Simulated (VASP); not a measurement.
# SiSn5 (P3m1) in VASP: single point with PBE

Aim: the single point of SiSn5 with PBE.

Program: VASP 6.6.1. These are calculated values, not measurements. Logs are shortened: lines on timing, memory, paths and dates and some standing lists are left out, and cuts for length are marked.

## Step 1: The cell of the first run

It takes space group P3m1 (No. 156, trigonal). The conventional cell has a = 4.520 Å, b = 4.520 Å, c = 11.054 Å, α = 90.00°, β = 90.00°, γ = 120.00°. Si (site symmetry 3m) has 4 Sn at 2.61 to 2.72 Å within 3.4 Å. Within 3.7 Å of Sn (site symmetry 3m) lie 4 Sn at 2.80 to 2.84 Å. Within 3.7 Å of Sn (site symmetry 3m) lie 4 Sn at 2.80 to 2.82 Å. Within 3.6 Å of Sn (site symmetry 3m) lie 3 Si at 2.72 Å and 1 Sn at 2.84 Å. Sn (site symmetry 3m) has 4 Sn at 2.80 to 2.82 Å within 3.7 Å. Within 3.4 Å of Sn (site symmetry 3m) lie 1 Si at 2.61 Å and 3 Sn at 2.80 Å.

## Step 2: Single point, PBE, non-collinear spin, zero start, spin-orbit coupling

The input, INCAR:

```
SYSTEM = SiSn5
ALGO = Normal
EDIFF = 1E-6
ENCUT = 520
GGA = PE
GGA_COMPAT = .FALSE.
ISIF = 2
ISMEAR = -1
LASPH = .TRUE.
LCHARG = .FALSE.
LORBIT = 11
LORBMOM = .TRUE.
LREAL = .FALSE.
LSORBIT = .TRUE.
LWAVE = .FALSE.
MAGMOM = 0 0 0 0 0 0 0 0 0 0 0 0 0 0 0 0 0 0
NBANDS = 90
NELM = 150
PREC = Accurate
SIGMA = 0.02
```

The input, KPOINTS:

```
k-points
0
G
  6 6 2
  0 0 0
```

The input, POSCAR:

```
SiSn5
1.0
    4.5200042538      0.0000000000      0.0000000000
   -2.2600021269      3.9144385090      0.0000000000
    0.0000000000      0.0000000000     11.0540116818
Si Sn
1 5
Direct
    0.0000000000      0.0000000000     -0.0006110545
    0.6666666667      0.3333333333      0.6743915122
    0.3333333333      0.6666666667      0.3270475020
    0.6666666667      0.3333333333      0.9316025042
    0.3333333333      0.6666666667      0.5825153616
    0.0000000000      0.0000000000      0.2350541744
```

Potentials or basis: VASP PAW PBE potentials, release 64 (Si, Sn_d).

Run with:

```
cat potpaw_PBE.64/Si/POTCAR potpaw_PBE.64/Sn_d/POTCAR > POTCAR
mpirun -np 1 vasp_ncl > vasp.out
```

OUTCAR:

```text
SYSTEM = SiSn5
   EDIFF = 1E-6
   ENCUT = 520
   GGA = PE
   ISIF = 2
   ISMEAR = -1
   LASPH = .TRUE.
   LORBIT = 11
   LREAL = .FALSE.
   LSORBIT = .TRUE.
   NELM = 150
   PREC = Accurate

 ion  position               nearest neighbor table
   1  0.000  0.000  0.999-   6 2.61   4 2.72   4 2.72   4 2.72
   2  0.667  0.333  0.674-   5 2.80   5 2.80   5 2.80   4 2.84
   3  0.333  0.667  0.327-   6 2.80   6 2.80   6 2.80   5 2.82
   4  0.667  0.333  0.932-   1 2.72   1 2.72   1 2.72   2 2.84
   5  0.333  0.667  0.583-   2 2.80   2 2.80   2 2.80   3 2.82
   6  0.000  0.000  0.235-   1 2.61   3 2.80   3 2.80   3 2.80

  LATTYP: Found a hexagonal cell.
 ALAT       =     4.5200042538
 C/A-ratio  =     2.4455755042

  Lattice vectors:

 A1 = (   4.5200042538,   0.0000000000,   0.0000000000)
 A2 = (  -2.2600021269,   3.9144385090,   0.0000000000)
 A3 = (   0.0000000000,   0.0000000000,  11.0540116818)

Analysis of symmetry for initial positions (statically):
=====================================================================
 Subroutine PRICEL returns:
 Original cell was already a primitive cell.

 Routine SETGRP: Setting up the symmetry group for a
 hexagonal supercell.

 Subroutine GETGRP returns: Found  6 space group operations
 (whereof  6 operations were pure point group operations)
 out of a pool of 24 trial point group operations.

The static configuration has the point symmetry C_3v.

Analysis of symmetry for dynamics (positions and initial velocities):
=====================================================================
 Subroutine PRICEL returns:
 Original cell was already a primitive cell.

 Routine SETGRP: Setting up the symmetry group for a
 hexagonal supercell.

 Subroutine GETGRP returns: Found  6 space group operations
 (whereof  6 operations were pure point group operations)
 out of a pool of 24 trial point group operations.

The dynamic configuration has the point symmetry C_3v.

Analysis of structural, dynamic, and magnetic symmetry:
=====================================================================
 Subroutine PRICEL returns:
 Original cell was already a primitive cell.

 Routine SETGRP: Setting up the symmetry group for a
 hexagonal supercell.

 Subroutine GETGRP returns: Found  6 space group operations
 (whereof  6 operations were pure point group operations)
 out of a pool of 24 trial point group operations.

The overall configuration has the point symmetry C_3v.

 Subroutine INISYM returns: Found  6 space group operations
 (whereof  6 operations are pure point group operations),
 and found     1 'primitive' translations

----------------------------------------------------------------------------------------

                                     Primitive cell

  volume of cell :     195.5817

  direct lattice vectors                    reciprocal lattice vectors
     4.520004254  0.000000000  0.000000000     0.221238730  0.127732240  0.000000000
    -2.260002127  3.914438509  0.000000000     0.000000000  0.255464480  0.000000000
     0.000000000  0.000000000 11.054011682     0.000000000  0.000000000  0.090464894

  length of vectors
     4.520004254  4.520004254 11.054011682     0.255464480  0.255464480  0.090464894

  position of ions in fractional coordinates (direct lattice)
     0.000000000  0.000000000  0.999388946
     0.666666667  0.333333333  0.674391512
     0.333333333  0.666666667  0.327047502
     0.666666667  0.333333333  0.931602504
     0.333333333  0.666666667  0.582515362
     0.000000000  0.000000000  0.235054174

  ion indices of the primitive-cell ions
   primitive index   ion index
                 1           1
                 2           2
                 3           3
                 4           4
                 5           5
                 6           6

----------------------------------------------------------------------------------------

 KPOINTS: k-points

Automatic generation of k-mesh.
[... 123 lines left out ...]
      3     -16.7328      1.00000
      4     -16.7328      1.00000
      5     -16.6405      1.00000
      6     -16.6405      1.00000
[... 1769 lines left out ...]
     85       8.6590      0.00000
     86       8.6759      0.00000
 [bands above 86 left out]

------------------------ aborting loop because EDIFF is reached ----------------------------------------

  FORCE on cell =-STRESS in cart. coord.  units (eV):
  Direction    XX          YY          ZZ          XY          YZ          ZX
  --------------------------------------------------------------------------------------
  -------------------------------------------------------------------------------------
  Total        1.8047929      1.8047929      2.0104945     -0.0000000      0.0000000      0.0000000
  in kB       14.7846051     14.7846051     16.4696831     -0.0000000      0.0000000      0.0000000
  external PRESSURE =      15.3462978 kB  Pullay stress =       0.0000000 kB

 VOLUME and BASIS-vectors are now :
 -----------------------------------------------------------------------------
  energy-cutoff  :      520.00
  volume of cell :      195.58
      direct lattice vectors                 reciprocal lattice vectors
     4.520004254  0.000000000  0.000000000     0.221238730  0.127732240  0.000000000
    -2.260002127  3.914438509  0.000000000     0.000000000  0.255464480  0.000000000
     0.000000000  0.000000000 11.054011682     0.000000000  0.000000000  0.090464894

 POSITION                                       TOTAL-FORCE (eV/Angst)
 -----------------------------------------------------------------------------------
      0.00000      0.00000     11.04726         0.000000      0.000000     -0.068983
      2.26000      1.30481      7.45473         0.000000     -0.000000      0.008861
     -0.00000      2.60963      3.61519        -0.000000      0.000000      0.023817
      2.26000      1.30481     10.29794         0.000000     -0.000000      0.096441
     -0.00000      2.60963      6.43913         0.000000      0.000000     -0.014724
      0.00000      0.00000      2.59829         0.000000     -0.000000     -0.045413
 -----------------------------------------------------------------------------------
    total drift:                               -0.000000      0.000000     -0.000410

  FREE ENERGIE OF THE ION-ELECTRON SYSTEM (eV)
  ---------------------------------------------------
  free  energy   TOTEN  =       -24.3445860301 eV

  energy  without entropy=      -24.3434049894  energy(sigma->0) =      -24.34399551

 orbital moment (x)

 # of ion     p       d       tot
 ----------------------------------------
  1         0.000   0.000   0.000
  2         0.000  -0.000  -0.000
  3         0.000  -0.000  -0.000
  4         0.000  -0.000  -0.000
  5        -0.000   0.000   0.000
  6         0.000  -0.000  -0.000
 ----------------------------------------
           -0.000  -0.000  -0.000

 orbital moment (y)

 # of ion     p       d       tot
 ----------------------------------------
  1         0.000   0.000   0.000
  2        -0.000  -0.000  -0.000
  3        -0.000  -0.000  -0.000
  4         0.000   0.000   0.000
  5        -0.000  -0.000  -0.000
  6         0.000   0.000   0.000
 ----------------------------------------
           -0.000  -0.000  -0.000

 orbital moment (z)

 # of ion     p       d       tot
 ----------------------------------------
  1         0.000   0.000   0.000
  2         0.000   0.000   0.000
  3         0.000  -0.000  -0.000
  4         0.000   0.000   0.000
  5         0.000   0.000   0.000
  6         0.000   0.000   0.000
 ----------------------------------------
            0.000   0.000   0.000

 Spin-Orbit-Coupling matrix elements

 Ion:    1  E_soc:     -0.0006612
 l=   1
     0.0000000    -0.0001258    -0.0000791
    -0.0001258     0.0000000    -0.0001258
    -0.0000791    -0.0001258     0.0000000
 l=   2
     0.0000000     0.0000000     0.0000000     0.0000000     0.0000000
     0.0000000     0.0000000     0.0000000     0.0000000     0.0000000
     0.0000000     0.0000000     0.0000000     0.0000000     0.0000000
     0.0000000     0.0000000     0.0000000     0.0000000     0.0000000
     0.0000000     0.0000000     0.0000000     0.0000000     0.0000000
 l=   3
     0.0000000     0.0000000     0.0000000     0.0000000     0.0000000     0.0000000     0.0000000
     0.0000000     0.0000000     0.0000000     0.0000000     0.0000000     0.0000000     0.0000000
     0.0000000     0.0000000     0.0000000     0.0000000     0.0000000     0.0000000     0.0000000
     0.0000000     0.0000000     0.0000000     0.0000000     0.0000000     0.0000000     0.0000000
[... 89 lines left out ...]
 l=   2
     0.0000000    -0.0012460     0.0000000    -0.0012460    -0.0049571
    -0.0012460     0.0000000    -0.0037717    -0.0012385    -0.0012460
     0.0000000    -0.0037717     0.0000000    -0.0037717     0.0000000
    -0.0012460    -0.0012385    -0.0037717     0.0000000    -0.0012460
    -0.0049571    -0.0012460     0.0000000    -0.0012460     0.0000000
 l=   3
     0.0000000     0.0000000     0.0000000     0.0000000     0.0000000     0.0000000     0.0000000
     0.0000000     0.0000000     0.0000000     0.0000000     0.0000000     0.0000000     0.0000000
     0.0000000     0.0000000     0.0000000     0.0000000     0.0000000     0.0000000     0.0000000
     0.0000000     0.0000000     0.0000000     0.0000000     0.0000000     0.0000000     0.0000000
     0.0000000     0.0000000     0.0000000     0.0000000     0.0000000     0.0000000     0.0000000
     0.0000000     0.0000000     0.0000000     0.0000000     0.0000000     0.0000000     0.0000000
     0.0000000     0.0000000     0.0000000     0.0000000     0.0000000     0.0000000     0.0000000

 total charge

# of ion       s       p       d       tot
------------------------------------------
    1        0.795   0.801   0.000   1.597
    2        1.162   1.227   9.968  12.357
    3        1.162   1.228   9.968  12.358
    4        1.159   1.145   9.974  12.278
    5        1.160   1.226   9.970  12.355
    6        1.154   1.246   9.977  12.377
--------------------------------------------------
tot          6.593   6.872  49.857  63.322

 magnetization (x)

# of ion       s       p       d       tot
------------------------------------------
    1       -0.000   0.000   0.000   0.000
    2        0.000   0.000   0.000   0.000
    3        0.000   0.000   0.000   0.000
    4        0.000   0.000  -0.000  -0.000
    5        0.000   0.000   0.000   0.000
    6        0.000   0.000   0.000   0.000
--------------------------------------------------
tot         -0.000   0.000  -0.000   0.000

 magnetization (y)

# of ion       s       p       d       tot
------------------------------------------
    1        0.000   0.000   0.000   0.000
    2        0.000   0.000   0.000   0.000
    3        0.000   0.000   0.000   0.000
    4        0.000   0.000   0.000   0.000
    5        0.000   0.000   0.000   0.000
    6        0.000   0.000   0.000   0.000
--------------------------------------------------
tot          0.000   0.000   0.000   0.000

 magnetization (z)

# of ion       s       p       d       tot
------------------------------------------
    1        0.000  -0.000   0.000  -0.000
    2       -0.000   0.000   0.000   0.000
    3        0.000  -0.000   0.000  -0.000
    4       -0.000  -0.000   0.000  -0.000
    5       -0.000   0.000   0.000  -0.000
    6       -0.000  -0.000   0.000  -0.000
--------------------------------------------------
tot         -0.000  -0.000   0.000  -0.000
```

Run time: 8.8 min. Hardware: 1 thread of Oxide Virtual Turin-like, shared host; peak memory 0.98 GiB.

Results:

| Item | Value |
| --- | --- |
| Free energy | -24.3446 eV |
| Pressure | 1.5 GPa |
| Largest force | 0.096 eV/Å |
| Net moment | 0.00 μB per cell |
| Valence electrons inside the program's atomic spheres | Si 1.60; Sn 12.36, 12.28, 12.38 (each value once) |

Forces on the atoms (eV/Å):
```
Si   0.000  0.000 -0.069
Sn   0.000  0.000  0.009
Sn   0.000  0.000  0.024
Sn   0.000  0.000  0.096
Sn   0.000  0.000 -0.015
Sn   0.000  0.000 -0.045
```

Moments on the atoms (μB; x, y, z):
```
Si  0.00 0.00 0.00
Sn  0.00 0.00 0.00
Sn  0.00 0.00 0.00
Sn  0.00 0.00 0.00
Sn  0.00 0.00 0.00
Sn  0.00 0.00 0.00
```
